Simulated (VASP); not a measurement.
## W: single point with r2SCAN

Crystal: W.

```
CELL_PARAMETERS angstrom
0.00000 1.96910 1.99955
1.96910 0.00000 1.99955
1.96910 1.96910 0.00000
ATOMIC_POSITIONS crystal
W 0.00000 0.00000 0.00000
```

This cell differs from its parent crystal: strain -0.030 along x and y, -0.015 along z.

- Program: VASP 6.6.1
- Task: single point
- Functional: r2SCAN
- Potentials or basis: VASP PAW PBE potentials, release 64 (W_sv)
- Cutoff: 520 eV
- k mesh: 20 × 20 × 20
- Occupations: gaussian, width 0.15 eV
- Spin: no spin polarisation

```
Pressure               : 15.8 GPa
Band gap on the k mesh : zero (bands 7 and 8 overlap by 4.06 eV)
```

Stress tensor (GPa, compression positive):
```
13.52  0.00  0.00
 0.00 13.52  0.00
 0.00  0.00 20.36
```

Levels at points of the mesh, in eV from the Fermi level:
```tsv
k point	band 4	band 5	band 6	band 7	band 8	band 9	band 10	band 11
(0.00, 0.00, 0.00)	-38.36	-9.78	-0.84	-0.59	-0.59	2.80	3.16	13.42
(0.50, 0.00, 0.00)	-38.53	-6.23	-1.00	-0.72	0.65	5.61	5.74	11.73
(0.50, 0.50, 0.00)	-38.86	-6.17	-5.16	3.14	5.75	6.43	6.43	13.00
(0.50, 0.00, 0.50)	-38.89	-6.15	-5.19	3.47	5.70	6.31	6.56	12.60
```

Wall time 2.8 min on 1 thread of Intel(R) Xeon(R) 6975P-C (Granite Rapids), with other jobs on the host, peak memory 0.25 GiB.

Caveat: the cell differs from its parent crystal (strain -0.030 along x and y, -0.015 along z); the stress differs along the axes, from 14 to 20 GPa; the PAW data sets were made with another functional, which shifts forces and pressure a little; spin-orbit coupling is left out, which moves the levels of the heavy elements.
